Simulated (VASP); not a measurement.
Write the native input for VASP 6.6.1 that does the following.

* Task: single point
* Functional: PBEsol
* Potentials or basis: VASP PAW PBE potentials, release 64 (Mn_pv, S)
* Cutoff: 520 eV
* k mesh: 9 × 9 × 9
* Occupations: fermi-dirac, width 0.25 eV
* Spin: collinear spin, ferromagnetic start
* Starting moments: [2.8, 0.0] μB
* Dipole correction: no
* Further INCAR settings: ALGO = Normal; EDIFF = 1e-07; NBANDS = 20

The structure of MnS lies in POSCAR:

```
MnS
1.0
    3.0990400000      0.0000000000      0.0000000000
    0.0000000000      3.0990400000      0.0000000000
    0.0000000000      0.0000000000      3.0990400000
Mn S
1 1
Direct
    0.5000000000      0.5000000000      0.5000000000
    0.0000000000      0.0000000000      0.0000000000
```

These files were run (other wordings do the same):

INCAR

```
ALGO = Normal
EDIFF = 1E-7
ENCUT = 520
GGA = PS
ISIF = 2
ISMEAR = -1
ISPIN = 2
LASPH = True
LCHARG = True
LELF = True
LMAXMIX = 4
LORBIT = 11
LREAL = False
LVHAR = True
LWAVE = False
MAGMOM = 2.8 0
NBANDS = 20
NELM = 150
PREC = Accurate
SIGMA = 0.25
```

KPOINTS

```
k-points
0
Gamma
  9 9 9
```

Potentials or basis: VASP PAW PBE potentials, release 64 (Mn_pv, S).

Launch:

```sh
$ cat potpaw_PBE.64/Mn_pv/POTCAR potpaw_PBE.64/S/POTCAR > POTCAR
$ mpirun -np 1 vasp_std > vasp.out
```

Results of the run:

The pressure is -10.0 GPa, the net moment is 3.49 μB per cell and the site moments are Mn +3.42; S -0.07 μB. The valence electrons inside the program's atomic spheres are Mn 11.42; S 3.62.

Caveat: the PAW data sets were made with another functional, which shifts forces and pressure a little; a cell with one magnetic atom can't hold antiferromagnetic order, which such compounds often take.

It took 18 s on 1 thread of Intel(R) Xeon(R) Platinum 8488C (Sapphire Rapids), on a shared host, peak memory 0.16 GiB.
